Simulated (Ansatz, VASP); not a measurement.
One calculation of CdF2, two programs

INCAR

```
PREC = Accurate
ENCUT = 600
EDIFF = 1E-6
ISMEAR = 0
SIGMA = 0.02
LREAL = F
LASPH = T
NELM = 120
ALGO = Normal
ISIF = 2
LWAVE = F
LCHARG = F
GGA = PE
IVDW = 12
NBANDS = 24
GGA_COMPAT = F
```

File KPOINTS:

```
regular mesh
0
Gamma
  8 8 8
```

File POSCAR:

```
CdF2
1.0
    0.0000000000      2.6086797945      2.6086797945
    2.6086797945      0.0000000000      2.6086797945
    2.6086797945      2.6086797945      0.0000000000
Cd F
1 2
Direct
    0.0000000000      0.0000000000      0.0000000000
    0.2500000000      0.2500000000      0.2500000000
    0.7500000000      0.7500000000      0.7500000000
```

Input for Ansatz:

```yaml
crystal:
  lattice:
    - [0.0, 2.6086797945, 2.6086797945]
    - [2.6086797945, 0.0, 2.6086797945]
    - [2.6086797945, 2.6086797945, 0.0]
  atoms:
    - { symbol: Cd, position: [0.0, 0.0, 0.0] }
    - { symbol: F, position: [0.25, 0.25, 0.25] }
    - { symbol: F, position: [0.75, 0.75, 0.75] }
basis:
  ecutwfc: 420
kpoints:
  mp_grid: { grid: [8, 8, 8] }
hamiltonian:
  xc: pbe
  dispersion: d3bj
scf:
  occupations: { method: gaussian, width: 0.02 }
output:
  forces: true
  stress: true
  eigenvalues: true
```

Alike in both runs: task single point; functional PBE; dispersion D3(BJ); k mesh 8 × 8 × 8; occupations gaussian, width 0.02 eV; no spin polarisation.

```csv
,VASP,Ansatz
version,VASP 6.6.1,Ansatz 0.2.0
potentials or method,"VASP PAW PBE potentials, release 64 (Cd_sv_GW, F), cutoff 600 eV","scalar-relativistic, plane waves, PAW"
valence electrons in the cell,34,34
```

```tsv
	VASP	Ansatz	Ansatz less VASP
gap on the k mesh at the Fermi level (eV)	3.44	3.45	+0.015
least direct gap on the mesh (eV)	3.80	3.81	+0.011
pressure (GPa)	16.4	17.2	+0.81
```
